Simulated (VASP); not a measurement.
# AlNi (Pm-3m) in VASP: notebook

The runs below take AlNi through single point, with PBE.

Program: VASP 6.6.1. These are calculated values, not measurements. Logs are shortened: lines on timing, memory, paths and dates and some standing lists are left out, and cuts for length are marked.

### Step 1. The cell of the first run

The structure is cubic, space group Pm-3m (No. 221). Conventional cell: a = 2.823 Å, b = 2.823 Å, c = 2.823 Å, α = 90.00°, β = 90.00°, γ = 90.00°. Al (site symmetry m-3m) has 8 Ni at 2.44 Å and 6 Al at 2.82 Å within 3.2 Å. Ni (site symmetry m-3m) has 8 Al at 2.44 Å and 6 Ni at 2.82 Å within 3.2 Å.

### Step 2. Single point, PBE, collinear spin, ferromagnetic start (volume scaled by 0.9405)

Input file INCAR:

```
SYSTEM = AlNi
PREC = Accurate
ENCUT = 520
EDIFF = 1E-6
ISMEAR = -1
SIGMA = 0.05
LREAL = .FALSE.
LASPH = .TRUE.
NELM = 150
ALGO = Normal
ISIF = 2
LWAVE = .FALSE.
LCHARG = .TRUE.
ISPIN = 2
MAGMOM = 0 1.5
LORBIT = 11
LMAXMIX = 4
GGA = PE
LELF = .TRUE.
LVHAR = .TRUE.
NBANDS = 18
```

Input file KPOINTS:

```
Automatic mesh
0
G
  13 13 13
  0 0 0
```

Input file POSCAR:

```
AlNi
1.0
    2.8226878784      0.0000000000      0.0000000000
    0.0000000000      2.8226878784      0.0000000000
    0.0000000000      0.0000000000      2.8226878784
Al Ni
1 1
Direct
    0.0000000000      0.0000000000      0.0000000000
    0.5000000000      0.5000000000      0.5000000000
```

Potentials or basis: VASP PAW PBE potentials, release 64 (Al, Ni).

On the command line:

```sh
$ cat potpaw_PBE.64/Al/POTCAR potpaw_PBE.64/Ni/POTCAR > POTCAR
$ mpirun -np 1 vasp_std > vasp.out
```

OUTCAR:

```text
SYSTEM = AlNi
   PREC = Accurate
   ENCUT = 520
   EDIFF = 1E-6
   ISMEAR = -1
   LREAL = .FALSE.
   LASPH = .TRUE.
   NELM = 150
   ISIF = 2
   ISPIN = 2
   LORBIT = 11
   GGA = PE

 ion  position               nearest neighbor table
   1  0.000  0.000  0.000-   2 2.44   2 2.44   2 2.44   2 2.44   2 2.44   2 2.44   2 2.44   2 2.44

   2  0.500  0.500  0.500-   1 2.44   1 2.44   1 2.44   1 2.44   1 2.44   1 2.44   1 2.44   1 2.44

  LATTYP: Found a simple cubic cell.
 ALAT       =     2.8226878784

  Lattice vectors:

 A1 = (   2.8226878784,   0.0000000000,   0.0000000000)
 A2 = (   0.0000000000,   2.8226878784,   0.0000000000)
 A3 = (   0.0000000000,   0.0000000000,   2.8226878784)

Analysis of symmetry for initial positions (statically):
=====================================================================
 Subroutine PRICEL returns:
 Original cell was already a primitive cell.

 Routine SETGRP: Setting up the symmetry group for a
 simple cubic supercell.

 Subroutine GETGRP returns: Found 48 space group operations
 (whereof 48 operations were pure point group operations)
 out of a pool of 48 trial point group operations.

The static configuration has the point symmetry O_h .

Analysis of symmetry for dynamics (positions and initial velocities):
=====================================================================
 Subroutine PRICEL returns:
 Original cell was already a primitive cell.

 Routine SETGRP: Setting up the symmetry group for a
 simple cubic supercell.

 Subroutine GETGRP returns: Found 48 space group operations
 (whereof 48 operations were pure point group operations)
 out of a pool of 48 trial point group operations.

The dynamic configuration has the point symmetry O_h .

Analysis of structural, dynamic, and magnetic symmetry:
=====================================================================
 Subroutine PRICEL returns:
 Original cell was already a primitive cell.

 Routine SETGRP: Setting up the symmetry group for a
 simple cubic supercell.

 Subroutine GETGRP returns: Found 48 space group operations
 (whereof 48 operations were pure point group operations)
 out of a pool of 48 trial point group operations.

The overall configuration has the point symmetry O_h .

 Subroutine INISYM returns: Found 48 space group operations
 (whereof 48 operations are pure point group operations),
 and found     1 'primitive' translations

----------------------------------------------------------------------------------------

                                     Primitive cell

  volume of cell :      22.4900

  direct lattice vectors                    reciprocal lattice vectors
     2.822687878  0.000000000  0.000000000     0.354272255  0.000000000  0.000000000
     0.000000000  2.822687878  0.000000000     0.000000000  0.354272255  0.000000000
     0.000000000  0.000000000  2.822687878     0.000000000  0.000000000  0.354272255

  length of vectors
     2.822687878  2.822687878  2.822687878     0.354272255  0.354272255  0.354272255

  position of ions in fractional coordinates (direct lattice)
     0.000000000  0.000000000  0.000000000
     0.500000000  0.500000000  0.500000000

  ion indices of the primitive-cell ions
   primitive index   ion index
                 1           1
                 2           2

----------------------------------------------------------------------------------------

 KPOINTS: Automatic mesh

Automatic generation of k-mesh.
 Grid dimensions read from file:
 generate k-points for:   13   13   13

 Generating k-lattice:

  Cartesian coordinates                     Fractional coordinates (reciprocal lattice)
     0.027251712  0.000000000  0.000000000     0.076923077  0.000000000  0.000000000
     0.000000000  0.027251712  0.000000000     0.000000000  0.076923077  0.000000000
     0.000000000  0.000000000  0.027251712     0.000000000  0.000000000  0.076923077

  Length of vectors
     0.027251712  0.027251712  0.027251712

  Shift w.r.t. Gamma in fractional coordinates (k-lattice)
     0.000000000  0.000000000  0.000000000

 Subroutine IBZKPT returns following result:
 ===========================================

 Found     84 irreducible k-points:

 Following reciprocal coordinates:
            Coordinates               Weight
  0.000000  0.000000  0.000000      1.000000
  0.076923  0.000000  0.000000      6.000000
  0.153846  0.000000  0.000000      6.000000
  0.230769  0.000000  0.000000      6.000000
  0.307692  0.000000  0.000000      6.000000
  0.384615  0.000000  0.000000      6.000000
[... 16 lines left out ...]
  0.307692  0.307692  0.000000     12.000000
  0.384615  0.307692  0.000000     24.000000
 [... further k-points ...]
   k-points           NKPTS =     84   k-points in BZ     NKDIM =     84   number of bands    NBANDS=     18
   number of dos      NEDOS =    301   number of ions     NIONS =      2
   total plane-waves  NPLWV =  13824
   dimension x,y,z NGX =    24 NGY =   24 NGZ =   24
   dimension x,y,z NGXF=    48 NGYF=   48 NGZF=   48
   ions per type =               1   1
   NGX,Y,Z   is equivalent  to a cutoff of  14.14, 14.14, 14.14 a.u.
   NGXF,Y,Z  is equivalent  to a cutoff of  28.27, 28.27, 28.27 a.u.
 SYSTEM =  AlNi
   PREC   = accura    normal or accurate (medium, high low for compatibility)
   ISTART =      0    job   : 0-new  1-cont  2-samecut
   ICHARG =      2    charge: 1-file 2-atom 10-const
   ISPIN  =      2    spin polarized calculation?
   LNONCOLLINEAR =      F non collinear calculations
   LSORBIT =      F    spin-orbit coupling
   LASPH  =      T    aspherical Exc in radial PAW
   ENCUT  =  520.0 eV  38.22 Ry    6.18 a.u.   5.25  5.25  5.25*2*pi/ulx,y,z
   NELM   =    150;   NELMIN=  2; NELMDL= -5     # of ELM steps
   EDIFF  = 0.1E-05   stopping-criterion for ELM
   LREAL  =      F    real-space projection
[... 7 lines left out ...]
   TEBEG  =    0.0;   TEEND  =   0.0 temperature during run
   PSTRESS=    0.0 pullay stress
   NELECT =      13.0000    total number of electrons
   NUPDOWN=      -1.0000    fix difference up-down
   EMIN   =  10.00;   EMAX   =-10.00  energy-range for DOS
   EFERMI =   0.00;   METHOD = LEGACY
   ISMEAR =    -1;   SIGMA  =   0.05  broadening in eV -4-tet -1-fermi 0-gaus
   EFERMI_NEDOS =   21; number of points for ismear=-14 and -15
   IALGO  =     38    algorithm
   IMIX   =      4    mixing-type and parameters
     AMIX     =   0.40;   BMIX     =  1.00
     AMIX_MAG =   1.60;   BMIX_MAG =  1.00
  volume/ion in A,a.u.               =      11.24        75.88
  Fermi-wavevector in a.u.,A,eV,Ry     =   1.363724  2.577064 25.303335  1.859743
  Thomas-Fermi vector in A             =   2.490102
   LORBIT       =     11    0 simple, 1 ext, 2 COOP (PROOUT), +10 PAW based schemes
   GGA     = PE    functional components
   LHFCALC =     F    Hartree Fock is set to
   AEXX    =    0.0000 exact exchange contribution
   IVDW    =     0    specifies the selected vdW correction
   LEPSILON=     F    determine dielectric tensor
   LRPA    =     F    only Hartree local field effects (RPA)
 spin polarized calculation
  energy-cutoff  :      520.00
  volume of cell :       22.49
 maximum number of plane-waves:       624
 NGX is ok and might be reduce to    24
   NGX = 11   NGY = 11   NGZ = 11

 number of electron      12.9999990 magnetization      -0.0005301

 number of electron      12.9999990 magnetization       0.0004358

 Free energy of the ion-electron system (eV)
  ---------------------------------------------------
  ext. energy  EPLUGINS =         0.00000000
  ---------------------------------------------------
  free energy    TOTEN  =       -10.47656246 eV

  energy without entropy =      -10.47226626  energy(sigma->0) =      -10.47441436

 E-fermi :  10.8437     XC(G=0): -12.3464

 val. band max:       10.8013293799   @ k =   0.3846   0.2308   0.1538
 cond. band min:      10.9035896924   @ k =   0.3846   0.3077   0.1538
 fundamental gap:      0.1022603126
 Fermi energy:        10.8436722046

 spin component 1

 k-point     1 :       0.0000    0.0000    0.0000
  band No.  band energies     occupation
      1      -0.7344      1.00000
      2       7.3287      1.00000
      3       7.3287      1.00000
      4       9.1897      1.00000
      5       9.1897      1.00000
      6       9.1897      1.00000
[... 10 lines left out ...]
     17      34.8321      0.00000
     18      34.8321      0.00000
[... 463 lines left out ...]
 k-point    24 :       0.3846    0.3077    0.0000
  band No.  band energies     occupation
      1       3.5196      1.00000
      2       6.4059      1.00000
      3       7.7144      1.00000
      4       8.2875      1.00000
      5       8.6216      1.00000
      6       8.7913      1.00000
[... 10 lines left out ...]
     17      33.7121      0.00000
     18      36.8171      0.00000

 [... further k-points ...]

 spin component 2

 k-point     1 :       0.0000    0.0000    0.0000
  band No.  band energies     occupation
      1      -0.7345      1.00000
      2       7.3290      1.00000
      3       7.3290      1.00000
      4       9.1900      1.00000
      5       9.1900      1.00000
      6       9.1900      1.00000
[... 10 lines left out ...]
     17      34.8320      0.00000
     18      34.8320      0.00000
[... 463 lines left out ...]
 k-point    24 :       0.3846    0.3077    0.0000
  band No.  band energies     occupation
      1       3.5195      1.00000
      2       6.4060      1.00000
      3       7.7145      1.00000
      4       8.2877      1.00000
      5       8.6218      1.00000
      6       8.7916      1.00000
[... 10 lines left out ...]
     17      33.7121      0.00000
     18      36.8170      0.00000

 [... further k-points ...]

------------------------ aborting loop because EDIFF is reached ----------------------------------------

  FORCE on cell =-STRESS in cart. coord.  units (eV):
  Direction    XX          YY          ZZ          XY          YZ          ZX
  --------------------------------------------------------------------------------------
  -------------------------------------------------------------------------------------
  Total        1.9149510      1.9149510      1.9149510      0.0000000      0.0000000      0.0000000
  in kB      136.4205102    136.4205102    136.4205102      0.0000000      0.0000000      0.0000000
  external PRESSURE =     136.4205102 kB  Pullay stress =       0.0000000 kB

 VOLUME and BASIS-vectors are now :
 -----------------------------------------------------------------------------
  energy-cutoff  :      520.00
  volume of cell :       22.49
      direct lattice vectors                 reciprocal lattice vectors
     2.822687878  0.000000000  0.000000000     0.354272255  0.000000000  0.000000000
     0.000000000  2.822687878  0.000000000     0.000000000  0.354272255  0.000000000
     0.000000000  0.000000000  2.822687878     0.000000000  0.000000000  0.354272255

 POSITION                                       TOTAL-FORCE (eV/Angst)
 -----------------------------------------------------------------------------------
      0.00000      0.00000      0.00000         0.000000      0.000000      0.000000
      1.41134      1.41134      1.41134         0.000000      0.000000      0.000000
 -----------------------------------------------------------------------------------
    total drift:                                0.000000      0.000000     -0.000000

  FREE ENERGIE OF THE ION-ELECTRON SYSTEM (eV)
  ---------------------------------------------------
  free  energy   TOTEN  =       -10.4765624644 eV

  energy  without entropy=      -10.4722662604  energy(sigma->0) =      -10.47441436

 total charge

# of ion       s       p       d       tot
------------------------------------------
    1        0.391   0.442   0.000   0.832
    2        0.501   0.572   8.506   9.578
--------------------------------------------------
tot          0.891   1.014   8.506  10.411

 magnetization (x)

# of ion       s       p       d       tot
------------------------------------------
    1        0.000   0.000   0.000   0.000
    2       -0.000  -0.000   0.000   0.000
--------------------------------------------------
tot          0.000  -0.000   0.000   0.000
```

Wall time 76 s (1 thread of Intel Xeon Platinum 8375C at 2.90GHz (Ice Lake), shared host); peak memory 0.18 GiB.

Results:

```
Free energy                                           : -10.4766 eV
Pressure                                              : 13.6 GPa
Net moment                                            : 0.00 μB per cell
Valence electrons inside the program's atomic spheres : Al 0.83; Ni 9.58
```

Levels at points of the mesh, in eV from the Fermi level:
Spin up:
```tsv
k point	band 4	band 5	band 6	band 7	band 8	band 9
(0.00, 0.00, 0.00)	-1.65	-1.65	-1.65	5.78	5.78	5.78
```
Spin down:
```csv
k point,band 3,band 4,band 5,band 6,band 7,band 8,band 9,band 10
"(0.00, 0.00, 0.00)",-3.51,-1.65,-1.65,-1.65,5.78,5.78,5.78,8.34
```

Caveat: the starting moments collapsed, and a magnetic state may lie lower.

### Step 3. Single point, PBE, collinear spin, ferromagnetic start (volume scaled by 0.96)

Input file INCAR:

```
SYSTEM = AlNi
  PREC = Accurate
  ENCUT = 520
  EDIFF = 1E-6
  ISMEAR = -1
  SIGMA = 0.05
  LREAL = .False.
  LASPH = .True.
  NELM = 150
  ALGO = Normal
  ISIF = 2
  LWAVE = .False.
  LCHARG = .False.
  ISPIN = 2
  MAGMOM = 0 1.5
  LORBIT = 11
  LMAXMIX = 4
  GGA = PE
  NBANDS = 18
```

Input file KPOINTS:

```
Automatic mesh
0
Gamma
  13 13 13
  0 0 0
```

Input file POSCAR:

```
AlNi
1.0
    2.8420627945      0.0000000000      0.0000000000
    0.0000000000      2.8420627945      0.0000000000
    0.0000000000      0.0000000000      2.8420627945
Al Ni
1 1
Direct
    0.0000000000      0.0000000000      0.0000000000
    0.5000000000      0.5000000000      0.5000000000
```

Potentials or basis: VASP PAW PBE potentials, release 64 (Al, Ni).

On the command line:

```sh
$ cat potpaw_PBE.64/Al/POTCAR potpaw_PBE.64/Ni/POTCAR > POTCAR
$ mpirun -np 1 vasp_std > vasp.out
```

It took 90 s on 1 thread of Intel Xeon Platinum 8375C at 2.90GHz (Ice Lake), shared host; peak memory 0.19 GiB.

Results (log left out):

```
Free energy                                           : -10.5102 eV
Pressure                                              : 9.4 GPa
Net moment                                            : 0.00 μB per cell
Valence electrons inside the program's atomic spheres : Al 0.82; Ni 9.54
```

Levels at points of the mesh, in eV from the Fermi level:
Spin up:
```csv
k point,band 2,band 3,band 4,band 5,band 6,band 7,band 8,band 9,band 10,band 11
"(0.00, 0.00, 0.00)",-3.41,-3.41,-1.61,-1.61,-1.61,5.69,5.69,5.69,8.28,8.28
```
Spin down:
| k point | band 2 | band 3 | band 4 | band 5 | band 6 | band 7 | band 8 | band 9 | band 10 | band 11 |
| --- | --- | --- | --- | --- | --- | --- | --- | --- | --- | --- |
| (0.00, 0.00, 0.00) | -3.41 | -3.41 | -1.61 | -1.61 | -1.61 | 5.69 | 5.69 | 5.69 | 8.28 | 8.28 |

Caveat: the starting moments collapsed, and a magnetic state may lie lower.
